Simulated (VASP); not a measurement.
**SiSnO4: single point with PBEsol**

SiSnO4:

```
Si Sn O
1.0
    -2.62606    2.62606    3.87700
     2.62606   -2.62606    3.87700
     2.62606    2.62606   -3.87700
Si Sn O
1 1 4
Direct
  0.25000 0.75000 0.50000
  0.00000 0.00000 0.00000
  0.27248 0.41396 0.41678
  0.58604 0.00281 0.85852
  0.99719 0.85570 0.58322
  0.14430 0.72752 0.14148
```

* Program: VASP 6.6.1
* Task: single point
* Functional: PBEsol
* Potentials or basis: VASP PAW PBE potentials, release 64 (Si, Sn_d, O)
* Cutoff: 600 eV
* k mesh: 6 × 6 × 6
* Occupations: fermi-dirac, width 0.03 eV
* Spin: no spin polarisation

The pressure is 0.2 GPa, the largest force is 0.055 eV/Å and the band gap on the k mesh is 3.27 eV (least direct gap 3.52 eV).

Forces in eV/Å, atoms in the order of the input:
```
Si   0.000  0.000  0.000
Sn   0.000  0.000  0.000
O   -0.033  0.038 -0.024
O    0.038  0.033  0.024
O    0.033 -0.038 -0.024
O   -0.038 -0.033  0.024
```

Stress tensor (GPa, compression positive):
```
0.27 0.00 0.00
0.00 0.27 0.00
0.00 0.00 0.18
```

Levels at points of the mesh, in eV from the valence-band top:
| k point | band 19 | band 20 | band 21 | band 22 | band 23 | band 24 |
| --- | --- | --- | --- | --- | --- | --- |
| (0.00, 0.00, 0.00) | -0.79 | -0.25 | -0.25 | 3.27 | 7.79 | 9.05 |
| (0.50, 0.00, 0.00) | -0.61 | -0.31 | 0.00 | 4.54 | 7.46 | 8.52 |
| (0.50, 0.50, 0.00) | -0.24 | -0.19 | -0.04 | 4.89 | 7.48 | 8.50 |
| (0.50, 0.50, 0.50) | -0.76 | -0.10 | -0.10 | 5.18 | 7.05 | 8.04 |

It took 90 s on 1 thread of Intel(R) Xeon(R) 6975P-C (Granite Rapids), on a shared host, peak memory 0.37 GiB.

Caveat: the PAW data sets were made with another functional, which shifts forces and pressure a little; spin-orbit coupling is left out, which moves the levels of the heavy elements. A k mesh can miss the band edges.
